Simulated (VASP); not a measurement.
# ZnCd3O4 (P4/mmm) in VASP: single point with PBE

Aim: the single point of ZnCd3O4 with PBE.

Everything below comes from runs of VASP 6.6.1. Logs are shortened: lines on timing, memory, paths and dates and some standing lists are left out, and cuts for length are marked.

### Step 1. The cell of the first run

The structure is tetragonal, space group P4/mmm (No. 123). Conventional cell: a = 3.325 Å, b = 3.325 Å, c = 9.269 Å, α = 90.00°, β = 90.00°, γ = 90.00°. Zn (site symmetry 4/mmm) has 6 O at 2.15 to 2.35 Å within 2.8 Å. Cd (site symmetry 4mm) has 6 O at 2.24 to 2.40 Å within 3.0 Å. Cd (site symmetry 4/mmm) has 6 O at 2.35 to 2.49 Å within 3.1 Å. Within 2.8 Å of O (site symmetry 4mm) lie 1 Zn at 2.15 Å and 5 Cd at 2.35 to 2.49 Å. Within 3.1 Å of O (site symmetry 4/mmm) lie 6 Cd at 2.35 to 2.40 Å. Within 3.0 Å of O (site symmetry 4/mmm) lie 2 Cd at 2.24 Å and 4 Zn at 2.35 Å.

### Step 2. Single point, PBE

Input file INCAR:

```
PREC = Accurate
ENCUT = 520
EDIFF = 1E-7
ISMEAR = 0
SIGMA = 0.1
LREAL = F
LASPH = T
NELM = 80
ALGO = Normal
ISIF = 2
LWAVE = F
LCHARG = F
GGA = PE
NBANDS = 46
```

Input file KPOINTS:

```
Automatic mesh
0
Gamma
  12 12 4
```

Input file POSCAR:

```
ZnCd3O4
1.0
    3.3252979835      0.0000000000      0.0000000000
    0.0000000000      3.3252979835      0.0000000000
    0.0000000000      0.0000000000      9.2687761606
Zn Cd O
1 3 4
Direct
    0.0000000000      0.0000000000      0.0000000000
    0.5000000000      0.5000000000      0.2415342583
    0.0000000000      0.0000000000      0.5000000000
    0.5000000000      0.5000000000      0.7584657417
    0.0000000000      0.0000000000      0.2318757178
    0.5000000000      0.5000000000      0.5000000000
    0.0000000000      0.0000000000      0.7681242822
    0.5000000000      0.5000000000      0.0000000000
```

Potentials or basis: VASP PAW PBE potentials, release 64 (Zn, Cd, O).

Started as:

```bash
> cat potpaw_PBE.64/Zn/POTCAR potpaw_PBE.64/Cd/POTCAR potpaw_PBE.64/O/POTCAR > POTCAR
> mpirun -np 1 vasp_std > vasp.out
```

OUTCAR:

```text
PREC = Accurate
   ENCUT = 520
   EDIFF = 1E-7
   ISMEAR = 0
   LREAL = F
   LASPH = T
   NELM = 80
   ISIF = 2
   GGA = PE

 ion  position               nearest neighbor table
   1  0.000  0.000  0.000-   5 2.15   7 2.15   8 2.35   8 2.35   8 2.35   8 2.35   4 3.25   4 3.25
                             2 3.25   4 3.25   2 3.25   2 3.25   4 3.25   2 3.25
   2  0.500  0.500  0.242-   8 2.24   5 2.35   5 2.35   5 2.35   5 2.35   6 2.40   1 3.25   1 3.25
                             1 3.25   1 3.25   3 3.36   3 3.36   3 3.36   3 3.36
   3  0.000  0.000  0.500-   6 2.35   6 2.35   6 2.35   6 2.35   7 2.49   5 2.49   4 3.36   4 3.36
                             2 3.36   4 3.36   2 3.36   2 3.36   4 3.36   2 3.36
   4  0.500  0.500  0.758-   8 2.24   7 2.35   7 2.35   7 2.35   7 2.35   6 2.40   1 3.25   1 3.25
                             1 3.25   1 3.25   3 3.36   3 3.36   3 3.36   3 3.36
   5  0.000  0.000  0.232-   1 2.15   2 2.35   2 2.35   2 2.35   2 2.35   3 2.49
   6  0.500  0.500  0.500-   3 2.35   3 2.35   3 2.35   3 2.35   4 2.40   2 2.40
   7  0.000  0.000  0.768-   1 2.15   4 2.35   4 2.35   4 2.35   4 2.35   3 2.49
   8  0.500  0.500  0.000-   2 2.24   4 2.24   1 2.35   1 2.35   1 2.35   1 2.35

  LATTYP: Found a simple tetragonal cell.
 ALAT       =     3.3252979835
 C/A-ratio  =     2.7873520528

  Lattice vectors:

 A1 = (   3.3252979835,   0.0000000000,   0.0000000000)
 A2 = (   0.0000000000,   3.3252979835,   0.0000000000)
 A3 = (   0.0000000000,   0.0000000000,   9.2687761606)

Analysis of symmetry for initial positions (statically):
=====================================================================
 Subroutine PRICEL returns:
 Original cell was already a primitive cell.

 Routine SETGRP: Setting up the symmetry group for a
 simple tetragonal supercell.

 Subroutine GETGRP returns: Found 16 space group operations
 (whereof 16 operations were pure point group operations)
 out of a pool of 16 trial point group operations.

The static configuration has the point symmetry D_4h.

Analysis of symmetry for dynamics (positions and initial velocities):
=====================================================================
 Subroutine PRICEL returns:
 Original cell was already a primitive cell.

 Routine SETGRP: Setting up the symmetry group for a
 simple tetragonal supercell.

 Subroutine GETGRP returns: Found 16 space group operations
 (whereof 16 operations were pure point group operations)
 out of a pool of 16 trial point group operations.

The dynamic configuration has the point symmetry D_4h.

 Subroutine INISYM returns: Found 16 space group operations
 (whereof 16 operations are pure point group operations),
 and found     1 'primitive' translations

----------------------------------------------------------------------------------------

                                     Primitive cell

  volume of cell :     102.4905

  direct lattice vectors                    reciprocal lattice vectors
     3.325297984  0.000000000  0.000000000     0.300724929  0.000000000  0.000000000
     0.000000000  3.325297984  0.000000000     0.000000000  0.300724929  0.000000000
     0.000000000  0.000000000  9.268776161     0.000000000  0.000000000  0.107889109

  length of vectors
     3.325297984  3.325297984  9.268776161     0.300724929  0.300724929  0.107889109

  position of ions in fractional coordinates (direct lattice)
     0.000000000  0.000000000  0.000000000
     0.500000000  0.500000000  0.241534258
     0.000000000  0.000000000  0.500000000
     0.500000000  0.500000000  0.758465742
     0.000000000  0.000000000  0.231875718
     0.500000000  0.500000000  0.500000000
     0.000000000  0.000000000  0.768124282
     0.500000000  0.500000000  0.000000000

  ion indices of the primitive-cell ions
   primitive index   ion index
                 1           1
                 2           2
                 3           3
                 4           4
                 5           5
                 6           6
                 7           7
                 8           8

----------------------------------------------------------------------------------------

 KPOINTS: Automatic mesh

Automatic generation of k-mesh.
 Grid dimensions read from file:
 generate k-points for:   12   12    4

 Generating k-lattice:

  Cartesian coordinates                     Fractional coordinates (reciprocal lattice)
     0.025060411  0.000000000  0.000000000     0.083333333  0.000000000  0.000000000
     0.000000000  0.025060411  0.000000000     0.000000000  0.083333333  0.000000000
     0.000000000  0.000000000  0.026972277     0.000000000  0.000000000  0.250000000

  Length of vectors
     0.025060411  0.025060411  0.026972277

  Shift w.r.t. Gamma in fractional coordinates (k-lattice)
     0.000000000  0.000000000  0.000000000

 Subroutine IBZKPT returns following result:
 ===========================================

 Found     84 irreducible k-points:

 Following reciprocal coordinates:
            Coordinates               Weight
  0.000000  0.000000  0.000000      1.000000
  0.083333  0.000000  0.000000      4.000000
  0.166667  0.000000  0.000000      4.000000
  0.250000  0.000000  0.000000      4.000000
  0.333333  0.000000  0.000000      4.000000
  0.416667  0.000000  0.000000      4.000000
[... 16 lines left out ...]
  0.333333  0.333333  0.000000      4.000000
  0.416667  0.333333  0.000000      8.000000
 [... further k-points ...]
   k-points           NKPTS =     84   k-points in BZ     NKDIM =     84   number of bands    NBANDS=     46
   number of dos      NEDOS =    301   number of ions     NIONS =      8
   total plane-waves  NPLWV =  54880
   dimension x,y,z NGX =    28 NGY =   28 NGZ =   70
   dimension x,y,z NGXF=    56 NGYF=   56 NGZF=  140
   ions per type =               1   3   4
   NGX,Y,Z   is equivalent  to a cutoff of  14.00, 14.00, 12.56 a.u.
   NGXF,Y,Z  is equivalent  to a cutoff of  28.00, 28.00, 25.11 a.u.
 SYSTEM =  unknown system
   PREC   = accura    normal or accurate (medium, high low for compatibility)
   ISTART =      0    job   : 0-new  1-cont  2-samecut
   ICHARG =      2    charge: 1-file 2-atom 10-const
   ISPIN  =      1    spin polarized calculation?
   LNONCOLLINEAR =      F non collinear calculations
   LSORBIT =      F    spin-orbit coupling
   LASPH  =      T    aspherical Exc in radial PAW
   ENCUT  =  520.0 eV  38.22 Ry    6.18 a.u.   6.18  6.18 17.23*2*pi/ulx,y,z
   NELM   =     80;   NELMIN=  2; NELMDL= -5     # of ELM steps
   EDIFF  = 0.1E-06   stopping-criterion for ELM
   LREAL  =      F    real-space projection
   EDIFFG = 0.1E-05   stopping-criterion for IOM
   NSW    =      0    number of steps for IOM
   IBRION =     -1    ionic relax: 0-MD 1-quasi-New 2-CG
   NFREE  =      0    steps in history (QN), initial steepest desc. (CG)
   ISIF   =      2    stress and relaxation
   ISYM   =      2    0-nonsym 1-usesym 2-fastsym
   POTIM  = 0.5000    time-step for ionic-motion
   TEBEG  =    0.0;   TEEND  =   0.0 temperature during run
   PSTRESS=    0.0 pullay stress
   NELECT =      72.0000    total number of electrons
   NUPDOWN=      -1.0000    fix difference up-down
   EMIN   =  10.00;   EMAX   =-10.00  energy-range for DOS
   EFERMI =   0.00;   METHOD = LEGACY
   ISMEAR =     0;   SIGMA  =   0.10  broadening in eV -4-tet -1-fermi 0-gaus
   EFERMI_NEDOS =   21; number of points for ismear=-14 and -15
   IALGO  =     38    algorithm
   IMIX   =      4    mixing-type and parameters
     AMIX     =   0.40;   BMIX     =  1.00
     AMIX_MAG =   1.60;   BMIX_MAG =  1.00
  volume/ion in A,a.u.               =      12.81        86.45
  Fermi-wavevector in a.u.,A,eV,Ry     =   1.455318  2.750152 28.816455  2.117950
  Thomas-Fermi vector in A             =   2.572366
   LORBIT       =      0    0 simple, 1 ext, 2 COOP (PROOUT), +10 PAW based schemes
   GGA     = PE    functional components
   LHFCALC =     F    Hartree Fock is set to
   AEXX    =    0.0000 exact exchange contribution
   IVDW    =     0    specifies the selected vdW correction
   LEPSILON=     F    determine dielectric tensor
   LRPA    =     F    only Hartree local field effects (RPA)
 non-spin polarized calculation
 Gauss-broadening in eV      SIGMA  =   0.10
  energy-cutoff  :      520.00
  volume of cell :      102.49
 maximum number of plane-waves:      2808
 NGX is ok and might be reduce to    28
   NGX = 13   NGY = 13   NGZ = 35

 number of electron      72.0000033 magnetization

 Free energy of the ion-electron system (eV)
  ---------------------------------------------------
  ext. energy  EPLUGINS =         0.00000000
  ---------------------------------------------------
  free energy    TOTEN  =       -31.43787786 eV

  energy without entropy =      -31.43571135  energy(sigma->0) =      -31.43679461

 E-fermi :   2.0068     XC(G=0): -11.5370

 val. band max:        1.9936508327   @ k =   0.5000   0.0000   0.0000
 cond. band min:       2.0393426045   @ k =   0.0000   0.0000   0.2500
 fundamental gap:      0.0456917718
 Fermi energy:         2.0067638564

 k-point     1 :       0.0000    0.0000    0.0000
  band No.  band energies     occupation
      1     -15.6132      2.00000
      2     -15.2329      2.00000
      3     -15.1085      2.00000
      4     -14.5921      2.00000
      5      -5.5853      2.00000
      6      -5.2156      2.00000
[... 38 lines left out ...]
     45      13.5602      0.00000
     46      14.2397      0.00000

 k-point     2 :       0.0833    0.0000    0.0000
  band No.  band energies     occupation
      1     -15.5830      2.00000
      2     -15.2093      2.00000
      3     -15.0850      2.00000
      4     -14.5828      2.00000
      5      -5.5746      2.00000
      6      -5.2747      2.00000
[... 1070 lines left out ...]
 k-point    24 :       0.4167    0.3333    0.0000
  band No.  band energies     occupation
      1     -15.1417      2.00000
      2     -14.8547      2.00000
      3     -14.7720      2.00000
      4     -14.4278      2.00000
      5      -5.5281      2.00000
      6      -5.3971      2.00000
[... 38 lines left out ...]
     45      10.9193      0.00000
     46      11.0876      0.00000

 [... further k-points ...]

------------------------ aborting loop because EDIFF is reached ----------------------------------------

  FORCE on cell =-STRESS in cart. coord.  units (eV):
  Direction    XX          YY          ZZ          XY          YZ          ZX
  --------------------------------------------------------------------------------------
  -------------------------------------------------------------------------------------
  Total        0.7710875      0.7710875      0.8545109      0.0000000      0.0000000     -0.0000000
  in kB       12.0539867     12.0539867     13.3580988      0.0000000      0.0000000     -0.0000000
  external PRESSURE =      12.4886907 kB  Pullay stress =       0.0000000 kB

 VOLUME and BASIS-vectors are now :
 -----------------------------------------------------------------------------
  energy-cutoff  :      520.00
  volume of cell :      102.49
      direct lattice vectors                 reciprocal lattice vectors
     3.325297984  0.000000000  0.000000000     0.300724929  0.000000000  0.000000000
     0.000000000  3.325297984  0.000000000     0.000000000  0.300724929  0.000000000
     0.000000000  0.000000000  9.268776161     0.000000000  0.000000000  0.107889109

 POSITION                                       TOTAL-FORCE (eV/Angst)
 -----------------------------------------------------------------------------------
      0.00000      0.00000      0.00000        -0.000000      0.000000      0.000000
      1.66265      1.66265      2.23873         0.000000      0.000000      0.050439
      0.00000      0.00000      4.63439        -0.000000      0.000000      0.000000
      1.66265      1.66265      7.03005        -0.000000      0.000000     -0.050439
      0.00000      0.00000      2.14920        -0.000000     -0.000000      0.010406
      1.66265      1.66265      4.63439        -0.000000      0.000000      0.000000
      0.00000      0.00000      7.11957         0.000000      0.000000     -0.010406
      1.66265      1.66265      0.00000        -0.000000      0.000000      0.000000
 -----------------------------------------------------------------------------------
    total drift:                                0.000000      0.000000      0.000000

  FREE ENERGIE OF THE ION-ELECTRON SYSTEM (eV)
  ---------------------------------------------------
  free  energy   TOTEN  =       -31.4378778620 eV

  energy  without entropy=      -31.4357113518  energy(sigma->0) =      -31.43679461
```

Wall time 6.7 min (1 thread of Intel Xeon Platinum 8375C at 2.90GHz (Ice Lake), shared host); peak memory 0.45 GiB.

What came out:

```yaml
Free_energy: -31.4379 eV
Pressure: 1.2 GPa
Largest_force: 0.050 eV/Å
Band_gap_on_the_k_mesh: zero (band 36 reaches 1.99 eV, above the bottom of band 37 at 1.34 eV)
```

Forces in eV/Å, atoms in the order of the input:
```
Zn   0.000  0.000  0.000
Cd   0.000  0.000  0.050
Cd   0.000  0.000  0.000
Cd   0.000  0.000 -0.050
O    0.000  0.000  0.010
O    0.000  0.000  0.000
O    0.000  0.000 -0.010
O    0.000  0.000  0.000
```

Levels at points of the mesh, in eV from the Fermi level:
| k point | band 33 | band 34 | band 35 | band 36 | band 37 | band 38 | band 39 | band 40 |
| --- | --- | --- | --- | --- | --- | --- | --- | --- |
| (0.00, 0.00, 0.00) | -1.78 | -1.58 | -1.18 | -1.18 | -0.67 | 3.04 | 3.58 | 3.77 |
| (0.50, 0.00, 0.00) | -0.43 | -0.28 | -0.17 | -0.01 | 3.95 | 4.29 | 4.78 | 5.35 |
| (0.50, 0.50, 0.00) | -2.36 | -2.19 | -2.19 | -1.88 | 3.01 | 3.88 | 5.30 | 6.06 |
| (0.00, 0.00, 0.50) | -1.68 | -1.68 | -1.18 | -1.18 | 0.94 | 1.46 | 3.92 | 4.10 |
| (0.50, 0.00, 0.50) | -0.61 | -0.47 | -0.25 | -0.20 | 4.16 | 4.61 | 4.64 | 5.26 |
| (0.50, 0.50, 0.50) | -2.42 | -2.21 | -2.21 | -1.95 | 3.75 | 4.24 | 4.76 | 4.85 |
